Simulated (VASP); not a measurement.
# Mo12C in VASP: single point with LDA

Aim: the single point of Mo12C with LDA.

Everything below comes from runs of VASP 6.6.1. Logs are shortened: lines on timing, memory, paths and dates and some standing lists are left out, and cuts for length are marked.

**1. The cell of the first run**

The cell holds a slab with vacuum, 13 atoms: a = 5.389 Å, b = 5.389 Å, c = 19.741 Å, α = 90.00°, β = 90.00°, γ = 109.47°.

**2. Single point, LDA**

INCAR

```
PREC = Accurate
ENCUT = 520
EDIFF = 1E-6
ISMEAR = 0
SIGMA = 0.1
LREAL = F
LASPH = T
NELM = 100
ALGO = Normal
ISIF = 2
LWAVE = F
LCHARG = F
LDIPOL = T
IDIPOL = 3
DIPOL = 0.5 0.5 0.323
NBANDS = 98
```

KPOINTS

```
regular mesh
0
Gamma
  5 5 1
```

POSCAR

```
Mo12C
1.0
    5.3887247571      0.0000000000      0.0000000000
   -1.7962415857      5.0805384236      0.0000000000
    0.0000000000      0.0000000000     19.7413781192
Mo C
12 1
Direct
    0.2500000000      0.2500000000      0.2026200996
    0.2500000000      0.7500000000      0.2026200996
    0.7500000000      0.2500000000      0.2026200996
    0.7500000000      0.7500000000      0.2026200996
    0.0000000000      0.0000000000      0.3100443415
    0.0000000000      0.5000000000      0.3100443415
    0.5000000000      0.0000000000      0.3100443415
    0.5000000000      0.5000000000      0.3100443415
    0.2500000000      0.2500000000      0.4174672138
    0.2500000000      0.7500000000      0.4174672138
    0.7500000000      0.2500000000      0.4174672138
    0.7500000000      0.7500000000      0.4174672138
    0.5000000000      0.5000000000      0.4759543297
```

Potentials or basis: VASP PAW LDA potentials, release 64 (Mo_sv, C).

Launch:

```console
> cat potpaw_LDA.64/Mo_sv/POTCAR potpaw_LDA.64/C/POTCAR > POTCAR
> mpirun -np 1 vasp_std > vasp.out
```

OUTCAR:

```text
PREC = Accurate
   ENCUT = 520
   EDIFF = 1E-6
   ISMEAR = 0
   LREAL = F
   LASPH = T
   NELM = 100
   ISIF = 2

 ion  position               nearest neighbor table
   1  0.250  0.250  0.203-   5 2.63   8 2.63   3 2.69   3 2.69   2 2.69   2 2.69   7 3.06   6 3.06
                             4 3.11   4 3.11
   2  0.250  0.750  0.203-   6 2.63   7 2.63   4 2.69   4 2.69   1 2.69   1 2.69   5 3.06   8 3.06
                             3 3.11   3 3.11
   3  0.750  0.250  0.203-   6 2.63   7 2.63   1 2.69   1 2.69   4 2.69   4 2.69   5 3.06   8 3.06
                             2 3.11   2 3.11
   4  0.750  0.750  0.203-   5 2.63   8 2.63   2 2.69   2 2.69   3 2.69   3 2.69   7 3.06   6 3.06
                             1 3.11   1 3.11
   5  0.000  0.000  0.310-   9 2.63  12 2.63   1 2.63   4 2.63   7 2.69   7 2.69   6 2.69   6 2.69
                            11 3.06  10 3.06   3 3.06   2 3.06   8 3.11   8 3.11
   6  0.000  0.500  0.310-  10 2.63  11 2.63   2 2.63   3 2.63   8 2.69   8 2.69   5 2.69   5 2.69
                             9 3.06  12 3.06   1 3.06   4 3.06   7 3.11   7 3.11
   7  0.500  0.000  0.310-  10 2.63  11 2.63   2 2.63   3 2.63   5 2.69   5 2.69   8 2.69   8 2.69
                             9 3.06  12 3.06   1 3.06   4 3.06   6 3.11   6 3.11
   8  0.500  0.500  0.310-   9 2.63  12 2.63   1 2.63   4 2.63   6 2.69   6 2.69   7 2.69   7 2.69
                            11 3.06  10 3.06   3 3.06   2 3.06   5 3.11   5 3.11
   9  0.250  0.250  0.417-  13 1.94   8 2.63   5 2.63  11 2.69  11 2.69  10 2.69  10 2.69   6 3.06
                             7 3.06  12 3.11  12 3.11
  10  0.250  0.750  0.417-  13 2.48   7 2.63   6 2.63  12 2.69  12 2.69   9 2.69   9 2.69   8 3.06
                             5 3.06  11 3.11  11 3.11
  11  0.750  0.250  0.417-  13 2.48   7 2.63   6 2.63   9 2.69   9 2.69  12 2.69  12 2.69   8 3.06
                             5 3.06  10 3.11  10 3.11
  12  0.750  0.750  0.417-  13 1.94   8 2.63   5 2.63  10 2.69  10 2.69  11 2.69  11 2.69   6 3.06
                             7 3.06   9 3.11   9 3.11
  13  0.500  0.500  0.476-   9 1.94  12 1.94  11 2.48  10 2.48

  LATTYP: Found a base centered orthorhombic cell.
 ALAT       =     6.2223633782
 B/A-ratio  =     1.4142135624
 C/A-ratio  =     3.1726495094

  Lattice vectors:

 A1 = (   5.3887247571,   0.0000000000,   0.0000000000)
 A2 = (  -1.7962415857,   5.0805384236,   0.0000000000)
 A3 = (   0.0000000000,   0.0000000000,  19.7413781192)

Analysis of symmetry for initial positions (statically):
=====================================================================
 Subroutine PRICEL returns:
 Original cell was already a primitive cell.

 Routine SETGRP: Setting up the symmetry group for a
 base centered orthorhombic supercell.

 Subroutine GETGRP returns: Found  4 space group operations
 (whereof  4 operations were pure point group operations)
 out of a pool of  8 trial point group operations.

The static configuration has the point symmetry C_2v.
[... 146 lines left out ...]
   AEXX    =    0.0000 exact exchange contribution
   IVDW    =     0    specifies the selected vdW correction
   LEPSILON=     F    determine dielectric tensor
   LRPA    =     F    only Hartree local field effects (RPA)
 non-spin polarized calculation
 Gauss-broadening in eV      SIGMA  =   0.10
  energy-cutoff  :      520.00
  volume of cell :      540.47
 maximum number of plane-waves:     14600
   NGX = 21   NGY = 21   NGZ = 73

 dipolmoment           0.000000      0.000000     -0.024481 electrons x Angstroem

 number of electron     171.9999996 magnetization

 dipolmoment           0.000000      0.000000      0.105597 electrons x Angstroem

 Free energy of the ion-electron system (eV)
  ---------------------------------------------------
  ext. energy  EPLUGINS =         0.00000000
  ---------------------------------------------------
  free energy    TOTEN  =      -144.16957372 eV

  energy without entropy =     -144.10513284  energy(sigma->0) =     -144.13735328

 E-fermi :   1.0544     XC(G=0):  -5.7945

 val. band max:        1.0404659772   @ k =   0.4000   0.4000   0.0000
 cond. band min:       1.0626279687   @ k =  -0.2000   0.2000   0.0000
 fundamental gap:      0.0221619914
 Fermi energy:         1.0543886025

 k-point     1 :       0.0000    0.0000    0.0000
  band No.  band energies     occupation
      1     -59.8701      2.00000
      2     -59.6336      2.00000
      3     -59.6257      2.00000
      4     -59.6132      2.00000
      5     -59.5605      2.00000
      6     -59.5238      2.00000
[... 898 lines left out ...]
     97       1.9679      0.00000
     98       1.9978      0.00000

------------------------ aborting loop because EDIFF is reached ----------------------------------------

 vacuum level on the upper side and lower side of the slab       (xc-potential included)         0.196        -0.497

  FORCE on cell =-STRESS in cart. coord.  units (eV):
  Direction    XX          YY          ZZ          XY          YZ          ZX
  --------------------------------------------------------------------------------------
  -------------------------------------------------------------------------------------
  Total       -8.9509809     -8.1282657      5.2748715      1.1634949      0.0000000      0.0000000
  in kB      -26.5343224    -24.0954624     15.6368494      3.4490689      0.0000000      0.0000000
  external PRESSURE =     -11.6643118 kB  Pullay stress =       0.0000000 kB

 VOLUME and BASIS-vectors are now :
 -----------------------------------------------------------------------------
  energy-cutoff  :      520.00
  volume of cell :      540.47
      direct lattice vectors                 reciprocal lattice vectors
     5.388724757  0.000000000  0.000000000     0.185572662  0.065609844  0.000000000
    -1.796241586  5.080538424  0.000000000     0.000000000  0.196829532  0.000000000
     0.000000000  0.000000000 19.741378119     0.000000000  0.000000000  0.050655025

 POSITION                                       TOTAL-FORCE (eV/Angst)
 -----------------------------------------------------------------------------------
      0.89812      1.27013      4.00000        -0.158499     -0.224151      0.085889
      0.00000      3.81040      4.00000         0.031631     -0.022366     -0.304859
      3.59248      1.27013      4.00000        -0.031631      0.022366     -0.304859
      2.69436      3.81040      4.00000         0.158499      0.224151      0.085889
      0.00000      0.00000      6.12070         0.000000     -0.000000     -1.122774
     -0.89812      2.54027      6.12070         0.000000     -0.000000      0.175573
      2.69436      0.00000      6.12070        -0.000000     -0.000000      0.175573
      1.79624      2.54027      6.12070         0.000000     -0.000000     -0.829251
      0.89812      1.27013      8.24138        -0.252982     -0.357771      0.361653
      0.00000      3.81040      8.24138         0.310599     -0.219627      0.610864
      3.59248      1.27013      8.24138        -0.310599      0.219627      0.610864
      2.69436      3.81040      8.24138         0.252982      0.357771      0.361653
      1.79624      2.54027      9.39599        -0.000000     -0.000000      0.093786
 -----------------------------------------------------------------------------------
    total drift:                                0.000000      0.000000      0.000117

  FREE ENERGIE OF THE ION-ELECTRON SYSTEM (eV)
  ---------------------------------------------------
  free  energy   TOTEN  =      -144.1695737241 eV

  energy  without entropy=     -144.1051328396  energy(sigma->0) =     -144.13735328

 vacuum level on the upper side and lower side of the slab         6.627         5.907
```

OSZICAR:

```text
N       E                     dE             d eps       ncg     rms          rms(c)
DAV:   1     0.212272848872E+04    0.21227E+04   -0.10733E+05  2204   0.161E+03
DAV:   2    -0.559024113512E+02   -0.21786E+04   -0.21387E+04  1902   0.506E+02
DAV:   3    -0.152616705733E+03   -0.96714E+02   -0.93487E+02  2408   0.911E+01
[... 28 lines left out ...]
DAV:  32    -0.144169558355E+03   -0.25680E-04   -0.12063E-05  1720   0.134E-02    0.456E-03
DAV:  33    -0.144169567013E+03   -0.86586E-05   -0.52100E-06  1768   0.799E-03    0.227E-03
DAV:  34    -0.144169570324E+03   -0.33110E-05   -0.28610E-07  1112   0.225E-03    0.212E-03
DAV:  35    -0.144169572726E+03   -0.24017E-05   -0.20656E-07  1064   0.139E-03    0.124E-03
DAV:  36    -0.144169573724E+03   -0.99790E-06   -0.99563E-08  1032   0.773E-04
   1 F= -.14416957E+03 E0= -.14413735E+03  d E =-.644409E-01
```

stdout:

```text
POSCAR found type information on POSCAR MoC
 POSCAR found :  2 types and      13 ions
 scaLAPACK will be used
 LDA part: xc-table for (Slater(with rela. corr.)+CA(PZ))
 , standard interpolation
 POSCAR, INCAR and KPOINTS ok, starting setup
 FFT: planning ... GRIDC
 FFT: planning ... GRID_SOFT
 FFT: planning ... GRID
 WAVECAR not read
 entering main loop
```

Wall time 15 min (1 thread of AMD EPYC 9R45 (Zen 5), shared host); peak memory 0.58 GiB.

Results:

| Property | Result |
| --- | --- |
| Free energy | -144.1696 eV |
| Largest force | 1.123 eV/Å |
| Band gap on the k mesh | zero (bands 86 and 87 overlap by 1.54 eV) |

Forces in eV/Å, atoms in the order of the input:
```
Mo  -0.158 -0.224  0.086
Mo   0.032 -0.022 -0.305
Mo  -0.032  0.022 -0.305
Mo   0.158  0.224  0.086
Mo   0.000  0.000 -1.123
Mo   0.000  0.000  0.176
Mo   0.000  0.000  0.176
Mo   0.000  0.000 -0.829
Mo  -0.253 -0.358  0.362
Mo   0.311 -0.220  0.611
Mo  -0.311  0.220  0.611
Mo   0.253  0.358  0.362
C    0.000  0.000  0.094
```

Levels at points of the mesh, in eV from the Fermi level:
```csv
k point,band 84,band 85,band 86,band 87,band 88,band 89
"(0.00, 0.00, 0.00)",0.53,0.77,0.98,0.98,1.33,1.35
```
